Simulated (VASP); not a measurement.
A run of VASP 6.6.1 is set up as follows.

The input INCAR:

```
PREC     = Accurate       # precision mode
ENCUT    = 520            # plane-wave cutoff, eV
EDIFF    = 1E-6           # SCF threshold, eV
ISMEAR   = 0              # smearing method
SIGMA    = 0.05           # smearing width, eV
LREAL    = F              # projectors in reciprocal space
LASPH    = T              # aspherical terms in the spheres
NELM     = 100            # most SCF steps
ALGO     = Normal         # electronic algorithm
ISIF     = 2              # what is computed and relaxed
LWAVE    = F              # write WAVECAR
LCHARG   = F              # write CHGCAR
GGA      = PE             # functional
NBANDS   = 27             # bands
```

KPOINTS

```
Automatic mesh
0
Gamma
  8 8 8
```

POSCAR

```
KTaO3
1.0
    4.0880075000      0.0000000000      0.0000000000
    0.0000000000      4.0880075000      0.0000000000
    0.0000000000      0.0000000000      3.9883000000
K Ta O
1 1 3
Direct
    0.5000000000      0.5000000000      0.5000000000
    0.0000000000      0.0000000000      0.0000000000
    0.5000000000      0.0000000000      0.0000000000
    0.0000000000      0.5000000000      0.0000000000
    0.0000000000      0.0000000000      0.5000000000
```

Potentials or basis: VASP PAW PBE potentials, release 64 (K_sv, Ta_pv, O).

Launch:

```bash
$ cat potpaw_PBE.64/K_sv/POTCAR potpaw_PBE.64/Ta_pv/POTCAR potpaw_PBE.64/O/POTCAR > POTCAR
$ mpirun -np 1 vasp_std > vasp.out
```

Task: Predict the pressure.

Result: -3.3 GPa.

Task: Predict the band gap on the k mesh.

Result: 2.02 eV (least direct gap 2.66 eV).

Stress tensor (GPa, compression positive):
```
-5.95  0.00  0.00
 0.00 -5.95  0.00
 0.00  0.00  2.10
```

Caveat: the cell differs from its parent crystal (strain +0.025 along x and y, +0.000 along z); the cell stands under tension; spin-orbit coupling is left out, which moves the levels of the heavy elements. A k mesh can miss the band edges.
